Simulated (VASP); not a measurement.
B:

```
B
1.0
     3.02463    0.00000    0.00000
    -1.51232    2.61941    0.00000
     0.00000    0.00000    1.89733
B
2
Direct
  0.33333 0.66667 0.00000
  0.66667 0.33333 0.00000
```

The cell was generated, and may not be a known phase.

| Quantity | Value |
| --- | --- |
| Program | VASP 6.6.1 |
| Task | relaxation of cell and atoms |
| Functional | PBE |
| Potentials or basis | VASP PAW PBE potentials, release 64 (B) |
| Cutoff | 600 eV |
| k mesh | 24 × 24 × 28 |
| Occupations | gaussian, width 0.1 eV |
| Spin | no spin polarisation |

At the start: pressure 0.7 GPa; volume 7.52 Å³/atom.

Task: How do energy, volume and symmetry change on relaxing?

Result: Over 5 steps the energy falls by 3.6 meV/atom and the volume is 7.60 Å³/atom (+1.1 %); space group P6/mmm (No. 191, to 0.1 Å) before and after.

Step by step:
| step | energy change (eV) | largest force (eV/Å) | pressure (GPa) | volume (Å³) |
| --- | --- | --- | --- | --- |
| 1 | 0.0000 | 0.0000 | 0.71 | 15.03 |
| 2 | -0.0069 | 0.0000 | 1.09 | 15.10 |
| 3 | -0.0069 | 0.0000 | 1.13 | 15.11 |
| 4 | -0.0072 | 0.0000 | -0.43 | 15.23 |
| 5 | -0.0073 | 0.0000 | 0.00 | 15.20 |

Final structure:
```
CELL_PARAMETERS angstrom
3.01174 0.00000 0.00000
-1.50587 2.60824 0.00000
0.00000 0.00000 1.93438
ATOMIC_POSITIONS crystal
B 0.33333 0.66667 0.00000
B 0.66667 0.33333 0.00000
```
